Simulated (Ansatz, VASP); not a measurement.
# Ni: VASP beside Ansatz

File POSCAR:

```
Ni
1.0
    0.0000000000      1.7330608651      1.7330608651
    1.7330608651      0.0000000000      1.7330608651
    1.7330608651      1.7330608651      0.0000000000
Ni
1
Direct
    0.0000000000      0.0000000000      0.0000000000
```

INCAR.step1

```
PREC     = Accurate       # precision mode
ENCUT    = 520            # plane-wave cutoff, eV
ISMEAR   = 0              # smearing method
SIGMA    = 0.2            # smearing width, eV
LREAL    = False          # projectors in reciprocal space
LASPH    = True           # aspherical terms in the spheres
NELM     = 80             # most SCF steps
NBANDS   = 11             # bands
GGA      = PE             # functional
ALGO     = Normal         # electronic algorithm
EDIFF    = 1E-4           # SCF threshold, eV
LWAVE    = True           # write WAVECAR
LCHARG   = False          # write CHGCAR
```

The input INCAR.step2:

```
PREC     = Accurate       # precision mode
ENCUT    = 520            # plane-wave cutoff, eV
EDIFF    = 1E-6           # SCF threshold, eV
ISMEAR   = 0              # smearing method
SIGMA    = 0.2            # smearing width, eV
LREAL    = False          # projectors in reciprocal space
LASPH    = True           # aspherical terms in the spheres
NELM     = 80             # most SCF steps
ALGO     = Normal         # electronic algorithm
ISIF     = 2              # what is computed and relaxed
LWAVE    = False          # write WAVECAR
LCHARG   = False          # write CHGCAR
METAGGA  = R2SCAN         # meta-GGA
LMIXTAU  = True         
NBANDS   = 11             # bands
ISTART   = 1
```

File KPOINTS:

```
Automatic mesh
0
Gamma
  15 15 15
```

Input for Ansatz:

```yaml
crystal:
  lattice:
    - [0.0, 1.7330608651, 1.7330608651]
    - [1.7330608651, 0.0, 1.7330608651]
    - [1.7330608651, 1.7330608651, 0.0]
  atoms:
    - { symbol: Ni, position: [0.0, 0.0, 0.0] }
hamiltonian:
  xc: r2scan
  pseudopotentials:
    kind: paw
    azcp:
      Ni: "pseudopotentials/Ni.paw.azcp"
basis:
  ecutwfc: 500
  fft_grid_basis: typed
kpoints:
  mp_grid: { grid: [15, 15, 15], shift: [0, 0, 0] }
magnetization:
  spin_polarized: false
scf:
  occupations: { method: gaussian, width: 0.2 }
  lower_state_search: "off"
output:
  stress: true
```

Alike in both runs: task single point; functional r2SCAN; k mesh 15 × 15 × 15; occupations gaussian, width 0.2 eV; no spin polarisation.

|  | VASP | Ansatz |
| --- | --- | --- |
| version | VASP 6.6.1 | Ansatz 0.2.0 |
| potentials or method | VASP PAW PBE potentials, release 64 (Ni), cutoff 520 eV | plane waves (500 eV) with PAW, scalar-relativistic |
| valence electrons in the cell | 10 | 18 |

```csv
,VASP,Ansatz,Ansatz less VASP
pressure (GPa),0.4,-0.2,-0.63
```

VASP's potentials were made for PBE, not for r2SCAN. VASP's potentials hold 10 valence electrons a cell and Ansatz's 18, so a difference there can come from the potentials and not from the codes.
